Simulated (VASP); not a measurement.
# TaN (P-62m) in VASP: further runs

TaN is run at these levels: BLYP+D3(BJ), revPBE+D4, RPBE+D4; tasks: single point.

Everything below comes from runs of VASP 6.6.1. Logs are shortened: lines on timing, memory, paths and dates and some standing lists are left out, and cuts for length are marked.

## Step 1: The cell of the first run

It takes space group P-62m (No. 189, hexagonal). The conventional cell has a = 5.203 Å, b = 5.203 Å, c = 2.904 Å, α = 90.00°, β = 90.00°, γ = 120.00°. Ta (site symmetry -62m) has 3 N at 2.04 Å within 2.7 Å. Within 2.9 Å of Ta (site symmetry -6) lie 6 N at 2.16 Å. Within 2.7 Å of N (site symmetry m2m) lie 5 Ta at 2.04 to 2.16 Å.

## Step 2: Single point, BLYP+D3(BJ)

INCAR

```
SYSTEM = TaN
  AGGAC = 1.0
  AGGAX = 1.0
  ALDAC = 0.0
  ALDAX = 1.0
  ALGO = Normal
  EDIFF = 1E-6
  ENCUT = 520
  GGA = B5
  ISIF = 2
  ISMEAR = -1
  IVDW = 12
  LASPH = .True.
  LCHARG = .False.
  LREAL = .False.
  LWAVE = .False.
  NBANDS = 33
  NELM = 100
  PREC = Accurate
  SIGMA = 0.05
  VDW_A1 = 0.4298
  VDW_A2 = 4.2359
  VDW_S6 = 1.0
  VDW_S8 = 2.6996
```

KPOINTS

```
k-points
0
Gamma
  6 6 9
  0 0 0
```

POSCAR

```
TaN
1.0
    5.2030025495      0.0000000000      0.0000000000
   -2.6015012747      4.5059323838      0.0000000000
    0.0000000000      0.0000000000      2.9040257518
Ta N
3 3
Direct
    0.0000000000      0.0000000000      0.0000000000
    0.6666666667      0.3333333333      0.5000000000
    0.3333333333      0.6666666667      0.5000000000
    0.0000000000      0.3922388707      0.0000000000
    0.6077611293      0.6077611293      0.0000000000
    0.3922388707      0.0000000000      0.0000000000
```

Potentials or basis: VASP PAW PBE potentials, release 64 (Ta_pv, N).

Run with:

```sh
$ cat potpaw_PBE.64/Ta_pv/POTCAR potpaw_PBE.64/N/POTCAR > POTCAR
$ mpirun -np 1 vasp_std > vasp.out
```

OUTCAR:

```text
SYSTEM = TaN
   EDIFF = 1E-6
   ENCUT = 520
   GGA = B5
   ISIF = 2
   ISMEAR = -1
   IVDW = 12
   LASPH = .True.
   LREAL = .False.
   NELM = 100
   PREC = Accurate
 IVDW          = 12

 ion  position               nearest neighbor table
   1  0.000  0.000  0.000-   4 2.04   6 2.04   5 2.04   3 3.34   2 3.34   2 3.34   3 3.34   3 3.34
                             3 3.34   2 3.34   2 3.34   2 3.34   2 3.34   3 3.34   3 3.34
   2  0.667  0.333  0.500-   4 2.16   4 2.16   6 2.16   6 2.16   5 2.16   5 2.16   3 3.00   3 3.00
                             3 3.00   1 3.34   1 3.34   1 3.34   1 3.34   1 3.34   1 3.34
   3  0.333  0.667  0.500-   6 2.16   6 2.16   4 2.16   4 2.16   5 2.16   5 2.16   2 3.00   2 3.00
                             2 3.00   1 3.34   1 3.34   1 3.34   1 3.34   1 3.34   1 3.34
   4  0.000  0.392  0.000-   1 2.04   2 2.16   2 2.16   3 2.16   3 2.16
   5  0.608  0.608  0.000-   1 2.04   2 2.16   2 2.16   3 2.16   3 2.16
   6  0.392  0.000  0.000-   1 2.04   3 2.16   3 2.16   2 2.16   2 2.16

  LATTYP: Found a hexagonal cell.
 ALAT       =     5.2030025495
 C/A-ratio  =     0.5581442108

  Lattice vectors:

 A1 = (   5.2030025495,   0.0000000000,   0.0000000000)
 A2 = (  -2.6015012747,   4.5059323838,   0.0000000000)
 A3 = (   0.0000000000,   0.0000000000,   2.9040257518)

Analysis of symmetry for initial positions (statically):
=====================================================================
 Subroutine PRICEL returns:
 Original cell was already a primitive cell.

 Routine SETGRP: Setting up the symmetry group for a
 hexagonal supercell.

 Subroutine GETGRP returns: Found 12 space group operations
 (whereof 12 operations were pure point group operations)
 out of a pool of 24 trial point group operations.

The static configuration has the point symmetry D_3h.

Analysis of symmetry for dynamics (positions and initial velocities):
=====================================================================
 Subroutine PRICEL returns:
 Original cell was already a primitive cell.

 Routine SETGRP: Setting up the symmetry group for a
 hexagonal supercell.

 Subroutine GETGRP returns: Found 12 space group operations
 (whereof 12 operations were pure point group operations)
 out of a pool of 24 trial point group operations.

The dynamic configuration has the point symmetry D_3h.

 Subroutine INISYM returns: Found 12 space group operations
 (whereof 12 operations are pure point group operations),
 and found     1 'primitive' translations

----------------------------------------------------------------------------------------

                                     Primitive cell

  volume of cell :      68.0831

  direct lattice vectors                    reciprocal lattice vectors
     5.203002549  0.000000000  0.000000000     0.192196715  0.110964825  0.000000000
    -2.601501275  4.505932384  0.000000000     0.000000000  0.221929651  0.000000000
     0.000000000  0.000000000  2.904025752     0.000000000  0.000000000  0.344349563

  length of vectors
     5.203002549  5.203002549  2.904025752     0.221929651  0.221929651  0.344349563

  position of ions in fractional coordinates (direct lattice)
     0.000000000  0.000000000  0.000000000
     0.666666667  0.333333333  0.500000000
     0.333333333  0.666666667  0.500000000
     1.000000000  0.392238871  0.000000000
     0.607761129  0.607761129  0.000000000
     0.392238871  0.000000000  0.000000000

  ion indices of the primitive-cell ions
   primitive index   ion index
                 1           1
                 2           2
                 3           3
                 4           4
                 5           5
                 6           6

----------------------------------------------------------------------------------------

 KPOINTS: k-points

Automatic generation of k-mesh.
 Grid dimensions read from file:
 generate k-points for:    6    6    9

 Generating k-lattice:

  Cartesian coordinates                     Fractional coordinates (reciprocal lattice)
     0.032032786  0.018494138  0.000000000     0.166666667 -0.000000000  0.000000000
     0.000000000  0.036988275  0.000000000     0.000000000  0.166666667  0.000000000
     0.000000000  0.000000000  0.038261063     0.000000000  0.000000000  0.111111111

  Length of vectors
     0.036988275  0.036988275  0.038261063

  Shift w.r.t. Gamma in fractional coordinates (k-lattice)
     0.000000000  0.000000000  0.000000000

 Subroutine IBZKPT returns following result:
 ===========================================

 Found     35 irreducible k-points:

 Following reciprocal coordinates:
            Coordinates               Weight
  0.000000  0.000000  0.000000      1.000000
  0.166667  0.000000  0.000000      6.000000
  0.333333 -0.000000  0.000000      6.000000
  0.500000 -0.000000  0.000000      3.000000
  0.166667  0.166667  0.000000      6.000000
  0.333333  0.166667  0.000000     12.000000
[... 16 lines left out ...]
  0.166667  0.000000  0.333333     12.000000
  0.333333 -0.000000  0.333333     12.000000
 [... further k-points ...]
   k-points           NKPTS =     35   k-points in BZ     NKDIM =     35   number of bands    NBANDS=     33
   number of dos      NEDOS =    301   number of ions     NIONS =      6
   total plane-waves  NPLWV =  38400
   dimension x,y,z NGX =    40 NGY =   40 NGZ =   24
   dimension x,y,z NGXF=    80 NGYF=   80 NGZF=   48
   ions per type =               3   3
   NGX,Y,Z   is equivalent  to a cutoff of  12.78, 12.78, 13.74 a.u.
   NGXF,Y,Z  is equivalent  to a cutoff of  25.56, 25.56, 27.48 a.u.
 SYSTEM =  TaN
   PREC   = accura    normal or accurate (medium, high low for compatibility)
   ISTART =      0    job   : 0-new  1-cont  2-samecut
   ICHARG =      2    charge: 1-file 2-atom 10-const
   ISPIN  =      1    spin polarized calculation?
   LNONCOLLINEAR =      F non collinear calculations
   LSORBIT =      F    spin-orbit coupling
   LASPH  =      T    aspherical Exc in radial PAW
   ENCUT  =  520.0 eV  38.22 Ry    6.18 a.u.   9.67  9.67  5.40*2*pi/ulx,y,z
   NELM   =    100;   NELMIN=  2; NELMDL= -5     # of ELM steps
   EDIFF  = 0.1E-05   stopping-criterion for ELM
   LREAL  =      F    real-space projection
   EDIFFG = 0.1E-04   stopping-criterion for IOM
   NSW    =      0    number of steps for IOM
   IBRION =     -1    ionic relax: 0-MD 1-quasi-New 2-CG
   NFREE  =      0    steps in history (QN), initial steepest desc. (CG)
   ISIF   =      2    stress and relaxation
   ISYM   =      2    0-nonsym 1-usesym 2-fastsym
   POTIM  = 0.5000    time-step for ionic-motion
   TEBEG  =    0.0;   TEEND  =   0.0 temperature during run
   PSTRESS=    0.0 pullay stress
   NELECT =      48.0000    total number of electrons
   NUPDOWN=      -1.0000    fix difference up-down
   EMIN   =  10.00;   EMAX   =-10.00  energy-range for DOS
   EFERMI =   0.00;   METHOD = LEGACY
   ISMEAR =    -1;   SIGMA  =   0.05  broadening in eV -4-tet -1-fermi 0-gaus
   EFERMI_NEDOS =   21; number of points for ismear=-14 and -15
   IALGO  =     38    algorithm
   IMIX   =      4    mixing-type and parameters
     AMIX     =   0.40;   BMIX     =  1.00
     AMIX_MAG =   1.60;   BMIX_MAG =  1.00
  volume/ion in A,a.u.               =      11.35        76.57
  Fermi-wavevector in a.u.,A,eV,Ry     =   1.457054  2.753432 28.885238  2.123005
  Thomas-Fermi vector in A             =   2.573900
   LORBIT       =      0    0 simple, 1 ext, 2 COOP (PROOUT), +10 PAW based schemes
   GGA     = B5    functional components
   LHFCALC =     F    Hartree Fock is set to
   AEXX    =    0.0000 exact exchange contribution
   IVDW    =    12    specifies the selected vdW correction
   LEPSILON=     F    determine dielectric tensor
   LRPA    =     F    only Hartree local field effects (RPA)
 non-spin polarized calculation
  energy-cutoff  :      520.00
  volume of cell :       68.08
 maximum number of plane-waves:      1847
 NGX is ok and might be reduce to    40
   NGX = 19   NGY = 19   NGZ = 11

 number of electron      48.0000000 magnetization

 Free energy of the ion-electron system (eV)
  ---------------------------------------------------
  ext. energy  EPLUGINS =         0.00000000
  ---------------------------------------------------
  free energy    TOTEN  =       -61.57818624 eV

  energy without entropy =      -61.57126871  energy(sigma->0) =      -61.57472748

 E-fermi :   8.8194     XC(G=0): -12.3263

 val. band max:        8.8023660751   @ k =   0.0000   0.0000   0.2222
 cond. band min:       8.8225913093   @ k =   0.1667   0.0000   0.2222
 fundamental gap:      0.0202252342
 Fermi energy:         8.8193659622

 k-point     1 :       0.0000    0.0000    0.0000
  band No.  band energies     occupation
      1     -27.3179      2.00000
      2     -27.3179      2.00000
      3     -26.9623      2.00000
      4     -26.9623      2.00000
      5     -26.7822      2.00000
      6     -26.6763      2.00000
[... 25 lines left out ...]
     32      11.9500      0.00000
     33      11.9500      0.00000

 k-point     2 :       0.1667    0.0000    0.0000
  band No.  band energies     occupation
      1     -27.3397      2.00000
      2     -27.3101      2.00000
      3     -26.9474      2.00000
      4     -26.9346      2.00000
      5     -26.7755      2.00000
      6     -26.6824      2.00000
[... 25 lines left out ...]
     32      12.0712      0.00000
     33      12.1540      0.00000
[... 754 lines left out ...]
     32      12.2123      0.00000
     33      13.5119      0.00000

 k-point    24 :       0.3333   -0.0000    0.3333
  band No.  band energies     occupation
      1     -27.4199      2.00000
      2     -27.3074      2.00000
      3     -27.2377      2.00000
      4     -27.1488      2.00000
      5     -26.8928      2.00000
      6     -26.8002      2.00000
[... 25 lines left out ...]
     32      12.4559      0.00000
     33      13.8810      0.00000

 [... further k-points ...]

------------------------ aborting loop because EDIFF is reached ----------------------------------------

 Edisp (eV)   -6.17510

 E8    (eV) :    -4.6534

  FORCE on cell =-STRESS in cart. coord.  units (eV):
  Direction    XX          YY          ZZ          XY          YZ          ZX
  --------------------------------------------------------------------------------------
  -------------------------------------------------------------------------------------
  Total       0.85473     0.85473     0.85668     0.00000     0.00000     0.00000
  in kB      20.11407    20.11407    20.15991     0.00000     0.00000     0.00000
  external pressure =       20.13 kB  Pullay stress =        0.00 kB

 VOLUME and BASIS-vectors are now :
 -----------------------------------------------------------------------------
  energy-cutoff  :      520.00
  volume of cell :       68.08
      direct lattice vectors                 reciprocal lattice vectors
     5.203002549  0.000000000  0.000000000     0.192196715  0.110964825  0.000000000
    -2.601501275  4.505932384  0.000000000     0.000000000  0.221929651  0.000000000
     0.000000000  0.000000000  2.904025752     0.000000000  0.000000000  0.344349563

 POSITION                                       TOTAL-FORCE (eV/Angst)
 -----------------------------------------------------------------------------------
      0.00000      0.00000      0.00000         0.000000     -0.000000      0.000000
      2.60150      1.50198      1.45201        -0.000000     -0.000000      0.000000
     -0.00000      3.00395      1.45201        -0.000000      0.000000      0.000000
     -1.02041      1.76740      0.00000        -0.010256      0.017764      0.000000
      1.58109      2.73853      0.00000        -0.010256     -0.017764      0.000000
      2.04082      0.00000      0.00000         0.020512      0.000000     -0.000000
 -----------------------------------------------------------------------------------
    total drift:                               -0.000002     -0.000003      0.000000

  FREE ENERGIE OF THE ION-ELECTRON SYSTEM (eV)
  ---------------------------------------------------
  free  energy   TOTEN  =       -67.7532864185 eV

  energy  without entropy=      -67.7463688900  energy(sigma->0) =      -67.74982765
```

Wall time 93 s (1 thread of Intel Xeon Platinum 8259CL at 2.50GHz (Skylake/Cascade Lake), shared host); peak memory 0.22 GiB.

What came out:

| Item | Value |
| --- | --- |
| Free energy | -67.7533 eV |
| Pressure | 2.0 GPa |
| Largest force | 0.021 eV/Å |
| Band gap on the k mesh | zero (band 24 reaches 10.60 eV, above the bottom of band 25 at 7.49 eV) |
| Dispersion energy per atom | -1.029 eV |

Forces in eV/Å, atoms in the order of the input:
```
Ta   0.000  0.000  0.000
Ta   0.000  0.000  0.000
Ta   0.000  0.000  0.000
N   -0.010  0.018  0.000
N   -0.010 -0.018  0.000
N    0.021  0.000  0.000
```

Caveat: the PAW data sets were made with another functional, which shifts forces and pressure a little; spin-orbit coupling is left out, which moves the levels of the heavy elements; pairwise dispersion overbinds metals, which lowers pressure and volume.

## Step 3: Single point, revPBE+D4

This run uses another cell than the first one, of 11.31 Å³/atom, 0.997 times its volume.

INCAR

```
ALGO = Normal
EDIFF = 1E-7
ENCUT = 520
GGA = RE
ISIF = 2
ISMEAR = -1
IVDW = 13
LASPH = True
LCHARG = False
LREAL = False
LWAVE = False
NBANDS = 33
NELM = 80
PREC = Accurate
SIGMA = 0.05
```

KPOINTS

```
k-points
0
Gamma
  6 6 9
```

POSCAR

```
TaN
1.0
    5.1939155748      0.0000000000      0.0000000000
   -2.5969577874      4.4980628329      0.0000000000
    0.0000000000      0.0000000000      2.9046139957
Ta N
3 3
Direct
    0.0000000000      0.0000000000      0.0000000000
    0.6666666667      0.3333333333      0.5000000000
    0.3333333333      0.6666666667      0.5000000000
    0.0000000000      0.3933734605      0.0000000000
    0.6066265395      0.6066265395      0.0000000000
    0.3933734605      0.0000000000      0.0000000000
```

Potentials or basis: VASP PAW PBE potentials, release 64 (Ta_pv, N).

Run with:

```sh
$ cat potpaw_PBE.64/Ta_pv/POTCAR potpaw_PBE.64/N/POTCAR > POTCAR
$ mpirun -np 1 vasp_std > vasp.out
```

It took 1.7 min on 1 thread of Intel Xeon Platinum 8259CL at 2.50GHz (Skylake/Cascade Lake), shared host; peak memory 0.22 GiB.

It converged, with:

```
Free energy                : -68.0885 eV
Pressure                   : 0.7 GPa
Largest force              : 0.015 eV/Å
Band gap on the k mesh     : zero (band 24 reaches 10.20 eV, above the bottom of band 25 at 7.10 eV)
Dispersion energy per atom : -0.529 eV
```

Forces on the atoms (eV/Å):
```
Ta   0.000  0.000  0.000
Ta   0.000  0.000  0.000
Ta   0.000  0.000  0.000
N   -0.007  0.013  0.000
N   -0.007 -0.013  0.000
N    0.015  0.000  0.000
```

Stress tensor (GPa, compression positive):
```
0.81 0.00 0.00
0.00 0.81 0.00
0.00 0.00 0.58
```

Levels at points of the mesh, in eV from the Fermi level:
```
           k point  band 21  band 22  band 23  band 24  band 25  band 26  band 27  band 28
(0.00, 0.00, 0.00)    -4.25    -3.31    -1.90    -0.90    -0.90     0.65     0.65     1.86
(0.50, 0.00, 0.00)    -3.90    -3.87    -2.83    -2.60     1.26     1.86     1.95     2.47
```

Caveat: the PAW data sets were made with another functional, which shifts forces and pressure a little; spin-orbit coupling is left out, which moves the levels of the heavy elements; pairwise dispersion overbinds metals, which lowers pressure and volume.

## Step 4: Single point, RPBE+D4

This run uses another cell than the first one, of 11.32 Å³/atom, 0.998 times its volume.

INCAR

```
SYSTEM = TaN
  ALGO = Normal
  EDIFF = 1E-7
  ENCUT = 520
  GGA = RP
  ISIF = 2
  ISMEAR = -1
  IVDW = 13
  LASPH = .TRUE.
  LCHARG = .FALSE.
  LREAL = .FALSE.
  LWAVE = .FALSE.
  NBANDS = 33
  NELM = 100
  PREC = Accurate
  SIGMA = 0.05
```

KPOINTS

```
k-points
0
G
  6 6 9
  0 0 0
```

POSCAR

```
TaN
1.0
    5.1955979656      0.0000000000      0.0000000000
   -2.5977989828      4.4995198261      0.0000000000
    0.0000000000      0.0000000000      2.9063430853
Ta N
3 3
Direct
    0.0000000000      0.0000000000      0.0000000000
    0.6666666667      0.3333333333      0.5000000000
    0.3333333333      0.6666666667      0.5000000000
    0.0000000000      0.3935514256      0.0000000000
    0.6064485744      0.6064485744      0.0000000000
    0.3935514256      0.0000000000      0.0000000000
```

Run with:

```sh
$ cat potpaw_PBE.64/Ta_pv/POTCAR potpaw_PBE.64/N/POTCAR > POTCAR
$ mpirun -np 1 vasp_std > vasp.out
```

Run time: 91 s. Hardware: 1 thread of Intel Xeon Platinum 8259CL at 2.50GHz (Skylake/Cascade Lake), shared host; peak memory 0.21 GiB.

Results (log left out):

```yaml
Free_energy: -67.9237 eV
Pressure: 0.7 GPa
Largest_force: 0.009 eV/Å
Band_gap_on_the_k_mesh: zero (band 24 reaches 10.21 eV, above the bottom of band 25 at 7.12 eV)
Dispersion_energy_per_atom: -0.592 eV
```

Forces in eV/Å, atoms in the order of the input:
```
Ta   0.000  0.000  0.000
Ta   0.000  0.000  0.000
Ta   0.000  0.000  0.000
N   -0.004  0.007  0.000
N   -0.004 -0.007  0.000
N    0.009  0.000  0.000
```

Stress tensor (GPa, compression positive):
```
0.76 0.00 0.00
0.00 0.76 0.00
0.00 0.00 0.58
```

Levels at points of the mesh, in eV from the Fermi level:
| k point | band 21 | band 22 | band 23 | band 24 | band 25 | band 26 | band 27 | band 28 |
| --- | --- | --- | --- | --- | --- | --- | --- | --- |
| (0.00, 0.00, 0.00) | -4.25 | -3.32 | -1.90 | -0.89 | -0.89 | 0.65 | 0.65 | 1.87 |
| (0.50, 0.00, 0.00) | -3.89 | -3.87 | -2.82 | -2.59 | 1.26 | 1.86 | 1.95 | 2.47 |

Caveat: the PAW data sets were made with another functional, which shifts forces and pressure a little; spin-orbit coupling is left out, which moves the levels of the heavy elements; pairwise dispersion overbinds metals, which lowers pressure and volume.

## Step 5: Summary

```csv
level,cell,gap on the mesh (eV),pressure (GPa),largest force (eV/Å)
BLYP+D3(BJ),"a = 5.203, b = 5.203, c = 2.904 Å, angles 90.0, 90.0, 120.0°, 6 atoms",none,2.0,0.02
revPBE+D4,"a = 5.194, b = 5.194, c = 2.905 Å, angles 90.0, 90.0, 120.0°, 6 atoms",none,0.7,0.01
RPBE+D4,"a = 5.196, b = 5.196, c = 2.906 Å, angles 90.0, 90.0, 120.0°, 6 atoms",none,0.7,0.01
```

Alike in all rows: task single point; potentials or basis VASP PAW PBE potentials, release 64 (Ta_pv, N); no spin polarisation; k mesh 6 × 6 × 9; cutoff (eV) 520; smearing fermi-dirac 0.05 eV.

Caveats: the PAW data sets were made with another functional, which shifts forces and pressure a little; spin-orbit coupling is left out, which moves the levels of the heavy elements; pairwise dispersion overbinds metals, which lowers pressure and volume.

Total energies depend on the potentials used, so only differences within one code and one set of settings carry meaning.
